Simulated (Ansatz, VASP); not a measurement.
# Two plane-wave programs on NbCrCl

The input INCAR:

```
SYSTEM = NbCrCl
ALGO = Normal
EDIFF = 1E-6
ENCUT = 520
GGA = PE
ISIF = 2
ISMEAR = 0
ISPIN = 2
LASPH = .TRUE.
LCHARG = .FALSE.
LMAXMIX = 4
LORBIT = 11
LREAL = .FALSE.
LWAVE = .FALSE.
MAGMOM = 0 0 -3 3 0 0
NBANDS = 45
NELM = 150
PREC = Accurate
SIGMA = 0.1
```

KPOINTS

```
k-points
0
G
  4 4 2
  0 0 0
```

File POSCAR:

```
NbCrCl
1.0
    3.8951540000      0.0000000000      0.0000000000
    0.0000000000      3.8951540000      0.0000000000
    0.0000000000      0.0000000000      7.5221150000
Nb Cr Cl
2 2 2
Direct
    0.5000000000      0.0000000000      0.2308650000
    0.0000000000      0.5000000000      0.7691350000
    0.5000000000      0.5000000000      0.0000000000
    0.0000000000      0.0000000000      0.0000000000
    0.0000000000      0.5000000000      0.3545059900
    0.5000000000      0.0000000000      0.6454940100
```

Input for Ansatz:

```yaml
crystal:
  lattice:
    - [3.895154, 0.0, 0.0]
    - [0.0, 3.895154, 0.0]
    - [0.0, 0.0, 7.522115]
  atoms:
    - { symbol: Nb, position: [0.5, 0.0, 0.230865] }
    - { symbol: Nb, position: [0.0, 0.5, 0.769135] }
    - { symbol: Cr, position: [0.5, 0.5, 0.0], spin: -3.0 }
    - { symbol: Cr, position: [0.0, 0.0, 0.0], spin: 3.0 }
    - { symbol: Cl, position: [0.0, 0.5, 0.35450599] }
    - { symbol: Cl, position: [0.5, 0.0, 0.64549401] }
basis:
  ecutwfc: 420
kpoints:
  mp_grid: { grid: [4, 4, 2] }
hamiltonian:
  xc: pbe
scf:
  occupations: { method: gaussian, width: 0.1 }
  lower_state_search: "off"
output:
  forces: true
  stress: true
  eigenvalues: true
  populations: true
magnetization:
  spin_polarized: true
```

Change from the starting cell: species swapped into the CeTiGe type (P4/nmm, No. 129).

Alike in both runs: task single point; functional PBE; k mesh 4 × 4 × 2; occupations gaussian, width 0.1 eV; collinear spin.

|  | VASP | Ansatz |
| --- | --- | --- |
| version | VASP 6.6.1 | Ansatz 0.2.0 |
| potentials or method | VASP PAW PBE potentials, release 64 (Nb_sv, Cr_pv, Cl), cutoff 520 eV | scalar-relativistic, plane waves, PAW |
| valence electrons in the cell | 64 | 68 |

```tsv
	VASP	Ansatz	Ansatz less VASP
gap on the k mesh at the Fermi level (eV)	none	none	-
pressure (GPa)	-8.7	-8.6	+0.11
traceless stress, the component that is largest in VASP (GPa)	7.57	7.62	+0.053
rms of the force components (eV/Å)	0.302	0.301	-0.0012
net moment per atom (μB)	0.00	0.00	0.000
size of the moment on the site where the two differ most (μB)	0.65	0.61	-0.043
```

Site moments also hang on the region over which each program counts them. Atom by atom the forces differ by 0.004 eV/Å (rms over components). A gap of «none» marks a metal or a gap that the smearing closes. With one functional, cell and mesh, what is left measures potentials, basis and numerics. VASP's potentials hold 64 valence electrons a cell and Ansatz's 68, so a difference there can come from the potentials and not from the codes.

The k mesh is coarse, so the values compare programs but aren't converged.
